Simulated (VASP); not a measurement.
Wanted: the native input for a VASP 6.6.1 run.

```yaml
Task: single point
Functional: PBEsol
Potentials_or_basis: VASP PAW PBE potentials, release 64 (Ru_pv)
Cutoff: 520 eV
k_mesh: 20 × 20 × 20
Occupations: gaussian, width 0.1 eV
Spin: no spin polarisation
Dipole_correction: no
Further_INCAR_settings: ALGO = Fast; EDIFF = 1e-07; NBANDS = 13
```

The structure of Ru lies in POSCAR:

```
Ru
1.0
    0.0000000000      1.8844165891      1.8844165891
    1.8844165891      0.0000000000      1.8844165891
    1.8844165891      1.8844165891      0.0000000000
Ru
1
Direct
    0.0000000000      0.0000000000      0.0000000000
```

These files were run (other wordings do the same):

INCAR

```
SYSTEM = Ru
PREC = Accurate
ENCUT = 520
EDIFF = 1E-7
ISMEAR = 0
SIGMA = 0.1
LREAL = .False.
LASPH = .True.
NELM = 60
ALGO = Fast
ISIF = 2
LWAVE = .False.
LCHARG = .True.
GGA = PS
LELF = .True.
LVHAR = .True.
NBANDS = 13
```

KPOINTS

```
regular mesh
0
Gamma
  20 20 20
  0 0 0
```

Potentials or basis: VASP PAW PBE potentials, release 64 (Ru_pv).

Launch:

```bash
$ cat potpaw_PBE.64/Ru_pv/POTCAR > POTCAR
$ mpirun -np 1 vasp_std > vasp.out
```

Results of the run:

```json
{
 "Pressure": "0.0 GPa",
 "Band gap on the k mesh": "zero (band 7 reaches 15.21 eV, above the bottom of band 8 at 11.49 eV)"
}
```

Caveat: the PAW data sets were made with another functional, which shifts forces and pressure a little.

Run time: 17 s on 1 thread of Intel(R) Xeon(R) 6975P-C (Granite Rapids) (shared host), peak memory 0.15 GiB.
